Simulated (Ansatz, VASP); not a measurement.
**Tl: VASP beside Ansatz**

```
CELL_PARAMETERS angstrom
-2.00894 1.94100 1.94100
2.00894 -1.94100 1.94100
2.00894 1.94100 -1.94100
ATOMIC_POSITIONS crystal
Tl 0.00000 0.00000 0.00000
```

Change from the starting cell: strain +0.0350 x Voigt [1, 0, 0, 0, 0, 0], atoms carried along.

Alike in both runs: task single point; functional PBEsol; k mesh 18 × 18 × 18; occupations gaussian, width 0.15 eV; no spin polarisation.

```csv
,VASP,Ansatz
version,VASP 6.6.1,Ansatz 0.2.0
potentials or method,"VASP PAW PBE potentials, release 64 (Tl_d), cutoff 520 eV","scalar-relativistic, plane waves, PAW"
valence electrons in the cell,13,13
```

|  | VASP | Ansatz | Ansatz less VASP |
| --- | --- | --- | --- |
| gap on the k mesh at the Fermi level (eV) | none | none | - |
| pressure (GPa) | -1.9 | -1.8 | +0.05 |
| traceless stress, the component that is largest in VASP (GPa) | -0.25 | -0.25 | 0.000 |

VASP's potentials were made for PBE, not for PBEsol. A gap of «none» marks a metal or a gap that the smearing closes. The functional is the same, so the differences come from potentials, cutoffs and numerics.

Spin-orbit coupling is off throughout.
